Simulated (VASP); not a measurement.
# SrO (Fm-3m) in VASP: further runs

Runs on SrO. Level: LDA. Tasks: elastic constants.

All numbers are computed with VASP 6.6.1; they aren't measurements. Logs are shortened: lines on timing, memory, paths and dates and some standing lists are left out, and cuts for length are marked.

**1. The cell of the first run**

The structure is cubic, space group Fm-3m (No. 225). The conventional cell has a = 5.064 Å, b = 5.064 Å, c = 5.064 Å, α = 90.00°, β = 90.00°, γ = 90.00°. Within 3.3 Å of Sr (site symmetry m-3m) lie 6 O at 2.53 Å. O (site symmetry m-3m) has 6 Sr at 2.53 Å within 3.3 Å.

**2. Elastic constants, LDA**

File INCAR:

```
ALGO     = Normal         # electronic algorithm
EDIFF    = 1E-8           # SCF threshold, eV
ENCUT    = 600            # plane-wave cutoff, eV
IBRION   = 6              # ionic algorithm
ISIF     = 3              # what is computed and relaxed
ISMEAR   = 0              # smearing method
LASPH    = T              # aspherical terms in the spheres
LCHARG   = F              # write CHGCAR
LREAL    = F              # projectors in reciprocal space
LWAVE    = F              # write WAVECAR
NELM     = 80             # most SCF steps
NFREE    = 2            
NSW      = 1              # ionic steps
POTIM    = 0.015          # step
PREC     = Accurate       # precision mode
SIGMA    = 0.01           # smearing width, eV
```

File KPOINTS:

```
k-points
0
Gamma
  8 8 8
```

File POSCAR:

```
SrO
1.0
    0.0000000000      2.5321950016      2.5321950016
    2.5321950016      0.0000000000      2.5321950016
    2.5321950016      2.5321950016      0.0000000000
Sr O
1 1
Direct
    0.5000000000      0.5000000000      0.5000000000
    0.0000000000      0.0000000000      0.0000000000
```

Potentials or basis: VASP PAW LDA potentials, release 64 (Sr_sv, O).

Started as:

```
cat potpaw_LDA.64/Sr_sv/POTCAR potpaw_LDA.64/O/POTCAR > POTCAR
mpirun -np 1 vasp_std > vasp.out
```

OUTCAR:

```text
EDIFF = 1E-8
   ENCUT = 600
   IBRION = 6
   ISIF = 3
   ISMEAR = 0
   LASPH = T
   LREAL = F
   NELM = 80
   NFREE = 2
   NSW = 1
   POTIM = 0.015
   PREC = Accurate

 ion  position               nearest neighbor table
   1  0.500  0.500  0.500-   2 2.53   2 2.53   2 2.53   2 2.53   2 2.53   2 2.53
   2  0.000  0.000  0.000-   1 2.53   1 2.53   1 2.53   1 2.53   1 2.53   1 2.53

  LATTYP: Found a face centered cubic cell.
 ALAT       =     5.0643900032

  Lattice vectors:

 A1 = (   0.0000000000,   2.5321950016,   2.5321950016)
 A2 = (   2.5321950016,   0.0000000000,   2.5321950016)
 A3 = (   2.5321950016,   2.5321950016,   0.0000000000)

Analysis of symmetry for initial positions (statically):
=====================================================================
 Subroutine PRICEL returns:
 Original cell was already a primitive cell.

 Routine SETGRP: Setting up the symmetry group for a
 face centered cubic supercell.

 Subroutine GETGRP returns: Found 48 space group operations
 (whereof 48 operations were pure point group operations)
 out of a pool of 48 trial point group operations.

The static configuration has the point symmetry O_h .

Analysis of symmetry for dynamics (positions and initial velocities):
=====================================================================
 Subroutine PRICEL returns:
 Original cell was already a primitive cell.

 Routine SETGRP: Setting up the symmetry group for a
 face centered cubic supercell.

 Subroutine GETGRP returns: Found 48 space group operations
 (whereof 48 operations were pure point group operations)
 out of a pool of 48 trial point group operations.

The dynamic configuration has the point symmetry O_h .

 Subroutine INISYM returns: Found 48 space group operations
 (whereof 48 operations are pure point group operations),
 and found     1 'primitive' translations
[... 692 lines left out ...]
      2     -14.6140      2.00000
      3     -12.5099      2.00000
      4     -12.3151      2.00000
      5     -11.1265      2.00000
      6      -0.1091      2.00000
      7       0.6491      2.00000
      8       0.7530      2.00000
      9       7.9841      0.00000
     10       8.3531      0.00000
     11      11.2249      0.00000
     12      11.3206      0.00000

 [... further k-points ...]

------------------------ aborting loop because EDIFF is reached ----------------------------------------

  FORCE on cell =-STRESS in cart. coord.  units (eV):
  Direction    XX          YY          ZZ          XY          YZ          ZX
  --------------------------------------------------------------------------------------
  -------------------------------------------------------------------------------------
  Total        0.1533915      0.1468189      0.1468189     -0.0000000      0.0000000      0.0000000
  in kB        7.5681608      7.2438753      7.2438753     -0.0000000      0.0000000      0.0000000
  external PRESSURE =       7.3519705 kB  Pullay stress =       0.0000000 kB
[... 17 lines left out ...]
  FREE ENERGIE OF THE ION-ELECTRON SYSTEM (eV)
  ---------------------------------------------------
  free  energy   TOTEN  =       -13.3884834043 eV

  energy  without entropy=      -13.3884834043  energy(sigma->0) =      -13.38848340

 INTERNAL STRAIN TENSORS FROM STRAINED CELLS
 ============================================

 INTERNAL STRAIN TENSOR FOR ION    1 for displacements in x,y,z  (eV/Angst):
          X           Y           Z          XY          YZ          ZX
  --------------------------------------------------------------------------------
  x     0.00000     0.00000    -0.00000    -0.00000    -0.00000    -0.00000
  y    -0.00000    -0.00000     0.00000    -0.00000     0.00000     0.00000
  z    -0.00000    -0.00000    -0.00000    -0.00000     0.00000    -0.00000

 INTERNAL STRAIN TENSORS FROM DISPLACED ATOMS
 ============================================

 INTERNAL STRAIN TENSOR FOR ION    1 for displacements in x,y,z  (eV/Angst):
          X           Y           Z          XY          YZ          ZX
  --------------------------------------------------------------------------------
  x     0.00000     0.00000     0.00000     0.00000     0.00000     0.00000
  y     0.00000     0.00000     0.00000     0.00000     0.00000     0.00000
  z     0.00000     0.00000     0.00000     0.00000     0.00000     0.00000

 INTERNAL STRAIN TENSOR FOR ION    2 for displacements in x,y,z  (eV/Angst):
          X           Y           Z          XY          YZ          ZX
  --------------------------------------------------------------------------------
  x     0.00000     0.00000     0.00000     0.00000     0.00000     0.00000
  y     0.00000     0.00000     0.00000     0.00000     0.00000     0.00000
  z     0.00000     0.00000     0.00000     0.00000     0.00000     0.00000

 Eigenvectors and eigenvalues of the dynamical matrix
 ----------------------------------------------------

   1 f  =    6.711804 THz    42.171511 2PiTHz  223.881696 cm-1    27.757780 meV
             X         Y         Z           dx          dy          dz
      2.532195  2.532195  2.532195     0.354945   -0.169733   -0.000000
      0.000000  0.000000  0.000000    -0.829399    0.396614    0.000000
[... 21 lines left out ...]
   6 f/i=    0.003569 THz     0.022423 2PiTHz    0.119042 cm-1     0.014759 meV
             X         Y         Z           dx          dy          dz
      2.532195  2.532195  2.532195     0.052607    0.104464   -0.911880
      0.000000  0.000000  0.000000     0.022513    0.044706   -0.390243

--------------------------------------------------------------------------------------------------------

 ELASTIC MODULI CONTR FROM IONIC RELAXATION (kBar)
 Direction    XX          YY          ZZ          XY          YZ          ZX
 --------------------------------------------------------------------------------
 XX           0.0000      0.0000      0.0000      0.0000      0.0000      0.0000
 YY           0.0000      0.0000      0.0000      0.0000      0.0000      0.0000
 ZZ           0.0000      0.0000      0.0000      0.0000      0.0000      0.0000
 XY           0.0000      0.0000      0.0000      0.0000      0.0000      0.0000
 YZ           0.0000      0.0000      0.0000      0.0000      0.0000      0.0000
 ZX           0.0000      0.0000      0.0000      0.0000      0.0000      0.0000
 --------------------------------------------------------------------------------

 TOTAL ELASTIC MODULI (kBar)
 Direction    XX          YY          ZZ          XY          YZ          ZX
 --------------------------------------------------------------------------------
 XX        2177.9574    512.4382    512.4382     -0.0000     -0.0000      0.0000
 YY         512.4382   2177.9574    512.4382      0.0000      0.0000      0.0000
 ZZ         512.4382    512.4382   2177.9574     -0.0000      0.0000     -0.0000
 XY          -0.0000      0.0000     -0.0000    555.0430      0.0000      0.0000
 YZ          -0.0000      0.0000      0.0000      0.0000    555.0430      0.0000
 ZX           0.0000      0.0000     -0.0000      0.0000      0.0000    555.0430
 --------------------------------------------------------------------------------
```

OSZICAR:

```text
N       E                     dE             d eps       ncg     rms          rms(c)
DAV:   1     0.681859470090E+02    0.68186E+02   -0.89020E+03   696   0.142E+03
DAV:   2    -0.122929236312E+02   -0.80479E+02   -0.74247E+02   932   0.261E+02
DAV:   3    -0.155086556809E+02   -0.32157E+01   -0.32005E+01  1024   0.487E+01
DAV:   4    -0.155848279408E+02   -0.76172E-01   -0.76158E-01   912   0.486E+00
[... 195 lines left out ...]
DAV:   4    -0.133884892372E+02    0.57547E-05   -0.27940E-04  1704   0.146E-01    0.275E-02
DAV:   5    -0.133884853639E+02    0.38733E-05   -0.15451E-05  1688   0.366E-02    0.173E-02
DAV:   6    -0.133884834349E+02    0.19291E-05   -0.47840E-06  1664   0.252E-02    0.400E-03
DAV:   7    -0.133884834051E+02    0.29744E-07   -0.10210E-06  1676   0.929E-03    0.140E-03
DAV:   8    -0.133884834043E+02    0.85174E-09   -0.37341E-08  1596   0.200E-03
  17 F= -.13388483E+02 E0= -.13388483E+02  d E =-.713229E-13
```

stdout:

```text
POSCAR found type information on POSCAR SrO
 POSCAR found :  2 types and       2 ions
 scaLAPACK will be used
 LDA part: xc-table for (Slater(with rela. corr.)+CA(PZ))
 , standard interpolation
 POSCAR, INCAR and KPOINTS ok, starting setup
 FFT: planning ... GRIDC
 FFT: planning ... GRID_SOFT
 FFT: planning ... GRID
 WAVECAR not read
 entering main loop
 Found     2 degrees of freedom:
 Adding 6 more for cell shape distortion
 Finite differences POTIM= 0.01500 DOF=   8
 bond charge predicted
 Finite differences progress:
 bond charge predicted
 Finite differences progress:
 bond charge predicted
 Finite differences progress:
 bond charge predicted
 Finite differences progress:
 bond charge predicted
 Finite differences progress:
 bond charge predicted
 Finite differences progress:
 bond charge predicted
 Finite differences progress:
 bond charge predicted
 Finite differences progress:
 bond charge predicted
 Finite differences progress:
 bond charge predicted
 Finite differences progress:
 bond charge predicted
 Finite differences progress:
 bond charge predicted
 Finite differences progress:
 bond charge predicted
 Finite differences progress:
 bond charge predicted
 Finite differences progress:
 bond charge predicted
 Finite differences progress:
 bond charge predicted
 Finite differences progress:
```

It took 8.2 min on 1 thread of Intel Xeon 6975P-C, shared host; peak memory 0.27 GiB.

Results:

```yaml
Elastic_constants_C11_C12_C44: 218, 51, 56 GPa
Voigt_bulk_modulus: 107 GPa
Highest_phonon_frequency_at_Γ_LO-TO_splitting_left_out: 224 cm⁻¹
```

Phonon frequencies in cm⁻¹ (negative: imaginary):
```csv
q point,frequencies
"(0.000, 0.000, 0.000)",0 0 0 224 224 224
```

Elastic tensor in Voigt notation (GPa, in the Cartesian axes of the cell as first typed):
```
218  51  51   0   0   0
 51 218  51   0   0   0
 51  51 218   0   0   0
  0   0   0  56   0   0
  0   0   0   0  56   0
  0   0   0   0   0  56
```

Clamped-ion elastic tensor (GPa):
```
218  51  51   0   0   0
 51 218  51   0   0   0
 51  51 218   0   0   0
  0   0   0  56   0   0
  0   0   0   0  56   0
  0   0   0   0   0  56
```

**3. Elastic constants, LDA**

File INCAR:

```
  PREC = Accurate
  ENCUT = 600
  EDIFF = 1E-8
  ISMEAR = 0
  SIGMA = 0.01
  LREAL = False
  LASPH = True
  NELM = 60
  ALGO = Normal
  ISIF = 3
  LWAVE = False
  LCHARG = False
  GGA = CA
  NBANDS = 15
  IBRION = 6
  NFREE = 2
  POTIM = 0.015
  NSW = 1
```

File KPOINTS:

```
Automatic mesh
0
Gamma
  8 8 8
```

POSCAR is that of step 2.

Potentials or basis: VASP PAW LDA potentials, release 64 (Sr_sv, O).

Started as:

```
cat potpaw_LDA.64/Sr_sv/POTCAR potpaw_LDA.64/O/POTCAR > POTCAR
mpirun -np 1 vasp_std > vasp.out
```

Run time: 11 min. Hardware: 1 thread of Intel Xeon 6975P-C, shared host; peak memory 0.28 GiB.

Results (log left out):

```
Elastic constants C11, C12, C44                         : 218, 51, 56 GPa
Voigt bulk modulus                                      : 107 GPa
Highest phonon frequency at Γ, LO-TO splitting left out : 224 cm⁻¹
```

Phonon frequencies in cm⁻¹ (negative: imaginary):
```
              q point        frequencies
(0.000, 0.000, 0.000)  0 0 0 224 224 224
```

Elastic tensor in Voigt notation (GPa, in the Cartesian axes of the cell as first typed):
```
218  51  51   0   0   0
 51 218  51   0   0   0
 51  51 218   0   0   0
  0   0   0  56   0   0
  0   0   0   0  56   0
  0   0   0   0   0  56
```

Clamped-ion elastic tensor (GPa):
```
218  51  51   0   0   0
 51 218  51   0   0   0
 51  51 218   0   0   0
  0   0   0  56   0   0
  0   0   0   0  56   0
  0   0   0   0   0  56
```
